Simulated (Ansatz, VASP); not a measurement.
**One calculation of NaCl, two programs**

```xyz
2
Lattice="2.8695 0.0000 0.0000 0.0000 2.8695 0.0000 0.0000 0.0000 2.8695" Properties=species:S:1:pos:R:3 pbc="T T T"
Na    0.0000    0.0000    0.0000
Cl    1.4348    1.4348    1.4348
```

Change from the starting cell: volume scaled by 1.01, crystal datasets.

Alike in both runs: task electric field gradients; functional PBEsol; k mesh 8 × 8 × 8; occupations fermi-dirac, width 0.02 eV; no spin polarisation.

|  | VASP | Ansatz |
| --- | --- | --- |
| version | VASP 6.6.1 | Ansatz 0.2.0 |
| potentials or method | VASP PAW PBE potentials, release 64 (Na_pv, Cl), cutoff 400 eV | all-electron PAW with datasets made for the crystal, scalar-relativistic |

Ansatz gave:

```
gap on the k mesh at the Fermi level (eV) : 4.19
pressure (GPa)                            : 57.1
```

What did VASP give for the same quantities?

gap on the k mesh at the Fermi level (eV): 4.24; pressure (GPa): 57.3.

VASP's potentials were made for PBE, not for PBEsol. Both programs put the cell under a high pressure, so it lies far from rest at this level. Ansatz ran all-electron here, and VASP with PAW potentials.
